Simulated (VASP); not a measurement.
# SnS2 (P-3m1) in VASP: G0W0 quasiparticle levels with PBE

Aim: the G0W0 quasiparticle levels of SnS2 with PBE.

All numbers are computed with VASP 6.6.1; they aren't measurements. Logs are shortened: lines on timing, memory, paths and dates and some standing lists are left out, and cuts for length are marked.

## 1. The cell of the first run

Symmetry: P-3m1, No. 164, trigonal system. Conventional cell: a = 3.551 Å, b = 3.551 Å, c = 5.783 Å, α = 90.00°, β = 90.00°, γ = 120.00°. Within 3.3 Å of Sn (site symmetry -3m) lie 6 S at 2.54 Å. S (site symmetry 3m) has 3 Sn at 2.54 Å within 3.3 Å.

## 2. G0W0 quasiparticle levels, PBE

POSCAR

```
SnS2
1.0
    3.5509321623      0.0000000000      0.0000000000
   -1.7754660812      3.0751974597      0.0000000000
    0.0000000000      0.0000000000      5.7829274312
Sn S
1 2
Direct
    0.0000000000      0.0000000000      0.0000000000
    0.3333333333      0.6666666667      0.2581193578
    0.6666666667      0.3333333333      0.7418806422
```

INCAR.step1

```
PREC = Accurate ; ENCUT = 500
EDIFF = 1E-8 ; ISMEAR = 0
SIGMA = 0.01 ; LREAL = F
LASPH = T ; NELM = 100
ALGO = Normal ; LWAVE = T
LCHARG = F ; GGA = PE
```

INCAR.step2

```
PREC = Accurate ; ENCUT = 500
EDIFF = 1E-8 ; ISMEAR = 0
SIGMA = 0.01 ; LREAL = F
LASPH = T ; NELM = 1
ALGO = Exact ; LWAVE = T
LCHARG = F ; GGA = PE
NBANDS = 276 ; LOPTICS = T
ISTART = 1
```

INCAR.step3

```
PREC = Accurate ; ENCUT = 500
EDIFF = 1E-8 ; ISMEAR = 0
SIGMA = 0.01 ; LREAL = F
LASPH = T ; ALGO = EVGW0
LWAVE = F ; LCHARG = F
GGA = PE ; NELMGW = 1
NBANDS = 276 ; ENCUTGW = 150.0
NOMEGA = 96 ; PRECFOCK = Fast
ISTART = 1 ; NBANDSGW = 21
OMEGAMAX = 20
```

KPOINTS

```
Automatic mesh
0
Gamma
  6 6 2
```

Potentials or basis: VASP PAW PBE potentials, release 64 (Sn_d_GW, S_GW).

The run is started by

```bash
$ cat potpaw_PBE.64/Sn_d_GW/POTCAR potpaw_PBE.64/S_GW/POTCAR > POTCAR
$ cp INCAR.step1 INCAR
$ mpirun -np 1 vasp_std > vasp.out
$ cp INCAR.step2 INCAR
$ mpirun -np 1 vasp_std > vasp.out
$ cp INCAR.step3 INCAR
$ mpirun -np 1 vasp_std > vasp.out
```

OUTCAR:

```text
PREC = Accurate
   ENCUT = 500
   EDIFF = 1E-8
   ISMEAR = 0
   LREAL = F
   LASPH = T
   GGA = PE
   NELMGW = 1
   ENCUTGW = 150.0
   PRECFOCK = Fast
   ISTART = 1

 ion  position               nearest neighbor table
   1  0.000  0.000  0.000-   2 2.54   3 2.54   3 2.54   2 2.54   3 2.54   2 2.54
   2  0.333  0.667  0.258-   1 2.54   1 2.54   1 2.54
   3  0.667  0.333  0.742-   1 2.54   1 2.54   1 2.54

  LATTYP: Found a hexagonal cell.
 ALAT       =     3.5509321623
 C/A-ratio  =     1.6285660122

  Lattice vectors:

 A1 = (   3.5509321623,   0.0000000000,   0.0000000000)
 A2 = (  -1.7754660812,   3.0751974597,   0.0000000000)
 A3 = (   0.0000000000,   0.0000000000,   5.7829274312)

Analysis of symmetry for initial positions (statically):
=====================================================================
 Subroutine PRICEL returns:
 Original cell was already a primitive cell.

 Routine SETGRP: Setting up the symmetry group for a
 hexagonal supercell.

 Subroutine GETGRP returns: Found 12 space group operations
 (whereof 12 operations were pure point group operations)
 out of a pool of 24 trial point group operations.

The static configuration has the point symmetry D_3d.

Analysis of symmetry for dynamics (positions and initial velocities):
=====================================================================
 Subroutine PRICEL returns:
 Original cell was already a primitive cell.

 Routine SETGRP: Setting up the symmetry group for a
 hexagonal supercell.

 Subroutine GETGRP returns: Found 12 space group operations
 (whereof 12 operations were pure point group operations)
 out of a pool of 24 trial point group operations.

The dynamic configuration has the point symmetry D_3d.

 Subroutine INISYM returns: Found 12 space group operations
 (whereof 12 operations are pure point group operations),
 and found     1 'primitive' translations

----------------------------------------------------------------------------------------

                                     Primitive cell

  volume of cell :      63.1485

  direct lattice vectors                    reciprocal lattice vectors
     3.550932162  0.000000000  0.000000000     0.281616194  0.162591185  0.000000000
    -1.775466081  3.075197460  0.000000000     0.000000000  0.325182371  0.000000000
     0.000000000  0.000000000  5.782927431     0.000000000  0.000000000  0.172922799

  length of vectors
     3.550932162  3.550932162  5.782927431     0.325182371  0.325182371  0.172922799

  position of ions in fractional coordinates (direct lattice)
     0.000000000  0.000000000  0.000000000
     0.333333333  0.666666667  0.258119358
     0.666666667  0.333333333  0.741880642

  ion indices of the primitive-cell ions
   primitive index   ion index
                 1           1
                 2           2
                 3           3

----------------------------------------------------------------------------------------

 KPOINTS: Automatic mesh

Automatic generation of k-mesh.
 Grid dimensions read from file:
 generate k-points for:    6    6    2

 Generating k-lattice:

  Cartesian coordinates                     Fractional coordinates (reciprocal lattice)
     0.046936032  0.027098531  0.000000000     0.166666667  0.000000000  0.000000000
     0.000000000  0.054197062  0.000000000     0.000000000  0.166666667  0.000000000
     0.000000000  0.000000000  0.086461400     0.000000000  0.000000000  0.500000000

  Length of vectors
     0.054197062  0.054197062  0.086461400

  Shift w.r.t. Gamma in fractional coordinates (k-lattice)
     0.000000000  0.000000000  0.000000000

 Subroutine IBZKPT returns following result:
 ===========================================

 Found     14 irreducible k-points:

 Following reciprocal coordinates:
            Coordinates               Weight
  0.000000  0.000000  0.000000      1.000000
  0.166667 -0.000000  0.000000      6.000000
  0.333333 -0.000000  0.000000      6.000000
  0.500000 -0.000000  0.000000      3.000000
  0.166667  0.166667  0.000000      6.000000
  0.333333  0.166667  0.000000     12.000000
  0.333333  0.333333  0.000000      2.000000
  0.000000  0.000000  0.500000      1.000000
  0.166667 -0.000000  0.500000      6.000000
  0.333333 -0.000000  0.500000      6.000000
  0.500000 -0.000000  0.500000      3.000000
  0.166667  0.166667  0.500000      6.000000
  0.333333  0.166667  0.500000     12.000000
  0.333333  0.333333  0.500000      2.000000
   k-points           NKPTS =     14   k-points in BZ     NKDIM =     72   number of bands    NBANDS=    276
   number of dos      NEDOS =    301   number of ions     NIONS =      3
   total plane-waves  NPLWV =  32928
   dimension x,y,z NGX =    28 NGY =   28 NGZ =   42
   dimension x,y,z NGXF=    56 NGYF=   56 NGZF=   84
   ions per type =               1   2
   NGX,Y,Z   is equivalent  to a cutoff of  13.11, 13.11, 12.07 a.u.
   NGXF,Y,Z  is equivalent  to a cutoff of  26.22, 26.22, 24.15 a.u.
 SYSTEM =  unknown system
   PREC   = accura    normal or accurate (medium, high low for compatibility)
   ISTART =      1    job   : 0-new  1-cont  2-samecut
   ICHARG =      0    charge: 1-file 2-atom 10-const
   ISPIN  =      1    spin polarized calculation?
   LNONCOLLINEAR =      F non collinear calculations
   LSORBIT =      F    spin-orbit coupling
   LASPH  =      T    aspherical Exc in radial PAW
   ENCUT  =  500.0 eV  36.75 Ry    6.06 a.u.   6.47  6.47 10.54*2*pi/ulx,y,z
   NELM   =     60;   NELMIN=  2; NELMDL=  0     # of ELM steps
   EDIFF  = 0.1E-07   stopping-criterion for ELM
   LREAL  =      F    real-space projection
   EDIFFG = 0.1E-06   stopping-criterion for IOM
   NSW    =      0    number of steps for IOM
   IBRION =     -1    ionic relax: 0-MD 1-quasi-New 2-CG
   NFREE  =      0    steps in history (QN), initial steepest desc. (CG)
   ISIF   =      0    stress and relaxation
   ISYM   =      3    0-nonsym 1-usesym 2-fastsym
   POTIM  = 0.5000    time-step for ionic-motion
   TEBEG  =    0.0;   TEEND  =   0.0 temperature during run
   PSTRESS=    0.0 pullay stress
   NELECT =      26.0000    total number of electrons
   NUPDOWN=      -1.0000    fix difference up-down
   EMIN   =  10.00;   EMAX   =-10.00  energy-range for DOS
   EFERMI =   0.00;   METHOD = LEGACY
   ISMEAR =     0;   SIGMA  =   0.01  broadening in eV -4-tet -1-fermi 0-gaus
   EFERMI_NEDOS =   21; number of points for ismear=-14 and -15
   IALGO  =     38    algorithm
   IMIX   =      4    mixing-type and parameters
     AMIX     =   0.40;   BMIX     =  1.00
     AMIX_MAG =   1.60;   BMIX_MAG =  1.00
  volume/ion in A,a.u.               =      21.05       142.05
  Fermi-wavevector in a.u.,A,eV,Ry     =   1.217900  2.301497 20.181250  1.483280
  Thomas-Fermi vector in A             =   2.353205
   LORBIT       =      0    0 simple, 1 ext, 2 COOP (PROOUT), +10 PAW based schemes
   GGA     = PE    functional components
   LHFCALC =     T    Hartree Fock is set to
   PRECFOCK=fast      Normal, Fast or Accurate (Low or Medium for compatibility)
   ENCUT4O =  -1.0   cutoff for four orbital integrals eV
   NKREDX  =     1    reduce k-point grid by
   NKREDY  =     1    reduce k-point grid by
   NKREDZ  =     1    reduce k-point grid by
   AEXX    =    1.0000 exact exchange contribution
   HFSCREEN=    0.0000 screening length (either q_TF or 0.3 A-1)
   HFSCREENC=   0.0000 screening length for correlation (either q_TF or 0.3 A-1)
   ENCUTFOCK=  -1.0 apply spherical cutoff to Coloumb kernel
   IVDW    =     0    specifies the selected vdW correction
   LEPSILON=     F    determine dielectric tensor
   LRPA    =     F    only Hartree local field effects (RPA)
   LRPAFORCE           =     F    calculate RPA forces
   ENCUTGW             = 150.0    cutoff for response function in eV
   ENCUTGWSOFT         = 120.0    soft cutoff for Coulomb kernel in GW response function in eV
   ENCUTLF             =  -1.0    cutoff for local field effects
   NELMGW              =     1    number of iterations in solving QP/BSE equation
   NELMHF              =     1    number of iterations in the inner HF iteration
   NKREDLFX            =     1    NKREDLFY  =   1   NKREDLFZ  =   1
 non-spin polarized calculation
 Gauss-broadening in eV      SIGMA  =   0.01
  energy-cutoff  :      500.00
  volume of cell :       63.15
 maximum number of plane-waves:      1641
 NGX is ok and might be reduce to    28
  NGX = 14; NGY = 14; NGZ = 24
   NGX = 13   NGY = 13   NGZ = 21
 maximum number of plane-waves:       274

 QP shifts <psi_nk| G(iteration)W_0 |psi_nk>: iteration 1
 for sc-GW calculations column KS-energies equals QP-energies in previous step
 and V_xc(KS)=  KS-energies - (<T + V_ion + V_H > + <T+V_H+V_ion>^1  + <V_x>^1)

 k-point   1 :       0.0000    0.0000    0.0000
  band No.  KS-energies  QP-energies   sigma(KS)   V_xc(KS)     V^pw_x(r,r')   Z            occupation Imag(sigma)

      1     -16.4517     -19.0701     -21.0545     -17.4658     -27.1171       0.7296       2.0000       0.1977
      2     -16.4517     -19.0701     -21.0545     -17.4658     -27.1171       0.7296       2.0000       0.1977
      3     -16.3921     -18.9780     -21.0158     -17.4326     -26.9923       0.7217       2.0000       0.1191
      4     -16.3584     -18.9862     -21.0984     -17.5026     -27.0928       0.7308       2.0000       0.1414
      5     -16.3584     -18.9862     -21.0984     -17.5026     -27.0928       0.7308       2.0000       0.1414
      6      -9.6662      -9.9161     -13.0582     -12.6543     -20.9028       0.6187       2.0000       1.3907
[... 13 lines left out ...]
     20      14.2301      14.5786     -10.6125     -11.0615      -5.3532       0.7762       0.0000      -0.2107
     21      15.7102      15.9757     -10.8052     -11.1573      -5.1626       0.7541       0.0000      -0.3052

 k-point   2 :       0.1667   -0.0000    0.0000
  band No.  KS-energies  QP-energies   sigma(KS)   V_xc(KS)     V^pw_x(r,r')   Z            occupation Imag(sigma)

      1     -16.4723     -19.0846     -21.0218     -17.4481     -27.1271       0.7310       2.0000       0.2238
      2     -16.4305     -19.0630     -21.0838     -17.4895     -27.1585       0.7324       2.0000       0.2090
      3     -16.3794     -18.9802     -21.0449     -17.4601     -27.0332       0.7255       2.0000       0.1309
      4     -16.3703     -18.9744     -21.0551     -17.4694     -27.0326       0.7262       2.0000       0.1244
      5     -16.3579     -18.9820     -21.0855     -17.4967     -27.0671       0.7312       2.0000       0.1317
      6      -9.3285      -9.5913     -13.1656     -12.7363     -20.8812       0.6121       2.0000       1.2919
[... 13 lines left out ...]
     20      14.4510      14.7894     -10.3260     -10.7600      -5.0104       0.7797       0.0000      -0.2288
     21      14.5910      14.9038     -10.1485     -10.5515      -4.8548       0.7762       0.0000      -0.2232
[... 258 lines left out ...]
      5     -16.3186     -18.9438     -21.0999     -17.5112     -27.0625       0.7315       2.0000       0.1167
      6      -7.4892      -7.8346     -14.0477     -13.5080     -21.1152       0.6400       2.0000       0.9648
[... 13 lines left out ...]
     20      15.1213      15.4116     -10.3932     -10.7716      -4.8357       0.7671       0.0000      -0.2534
     21      15.3869      15.6631     -10.5842     -10.9473      -4.9220       0.7608       0.0000      -0.2968

 k-point  14 :       0.3333    0.3333    0.5000
  band No.  KS-energies  QP-energies   sigma(KS)   V_xc(KS)     V^pw_x(r,r')   Z            occupation Imag(sigma)

      1     -16.4754     -19.0651     -20.9939     -17.4429     -27.1755       0.7293       2.0000       0.2671
      2     -16.4754     -19.0651     -20.9939     -17.4429     -27.1755       0.7293       2.0000       0.2671
      3     -16.3657     -18.9615     -21.0472     -17.4779     -27.0132       0.7273       2.0000       0.1176
      4     -16.3657     -18.9615     -21.0472     -17.4779     -27.0132       0.7273       2.0000       0.1176
      5     -16.3245     -18.9383     -21.0867     -17.4985     -27.0492       0.7284       2.0000       0.1162
      6      -6.8603      -7.2085     -14.4454     -13.9090     -21.4100       0.6491       2.0000       0.9341
[... 13 lines left out ...]
     20      14.4745      14.7270     -10.4019     -10.7295      -5.0009       0.7709       0.0000      -0.2259
     21      14.4745      14.7270     -10.4019     -10.7295      -5.0009       0.7709       0.0000      -0.2259
```

It took 27 min on 1 thread of Intel Xeon Platinum 8559C (Emerald Rapids), shared host; peak memory 1.1 GiB.

Results:

* Quasiparticle gap: 2.34 eV
* Least direct quasiparticle gap: 2.93 eV
* Band gap of the starting levels on the mesh: 1.56 eV
* Least direct gap of the starting levels on the mesh: 2.14 eV

Caveat: the k points lie up to 0.54 Å⁻¹ apart; bands, screening cutoff and mesh are small and nothing is extrapolated, so the quasiparticle values aren't converged; spin-orbit coupling is left out, which moves the levels of the heavy elements.
